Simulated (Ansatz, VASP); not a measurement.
## CrCN: VASP beside Ansatz

```xyz
3
Lattice="3.2239 0.0000 0.0000 -1.6120 2.7920 0.0000 0.0000 0.0000 2.8981" Properties=species:S:1:pos:R:3 pbc="T T T"
Cr    0.0000    1.8613    1.4490
C     1.6120    0.9307    1.4490
N     0.0000    0.0000    0.0000
```

Change from the starting cell: species swapped into the EuZnGe type (P-6m2, No. 187).

Alike in both runs: functional PBE; k mesh 6 × 6 × 6; occupations gaussian, width 0.1 eV; collinear spin.

Ansatz relaxed the structure, and its values are those at the end. VASP's run is a single point on that final structure, the one shown.

```csv
,VASP,Ansatz
version,VASP 6.6.1,Ansatz 0.2.0
potentials or method,"VASP PAW PBE potentials, release 64 (Cr_pv, C, N), cutoff 520 eV","scalar-relativistic, plane waves, PAW"
valence electrons in the cell,21,23
```

Ansatz gave:

```
gap on the k mesh at the Fermi level (eV)                     : none
pressure (GPa)                                                : 0.1
net moment per atom (μB)                                      : 0.22
size of the moment on the site where the two differ most (μB) : 0.49
```

Task: Which values does VASP return?

Result: gap on the k mesh at the Fermi level (eV): none; pressure (GPa): 0.3; net moment per atom (μB): 0.23; size of the moment on the site where the two differ most (μB): 0.62.

Site moments also hang on the region over which each program counts them. A gap of «none» marks a metal or a gap that the smearing closes. VASP's potentials hold 21 valence electrons a cell and Ansatz's 23, so a difference there can come from the potentials and not from the codes.

The k mesh is coarse, so the values compare programs but aren't converged.
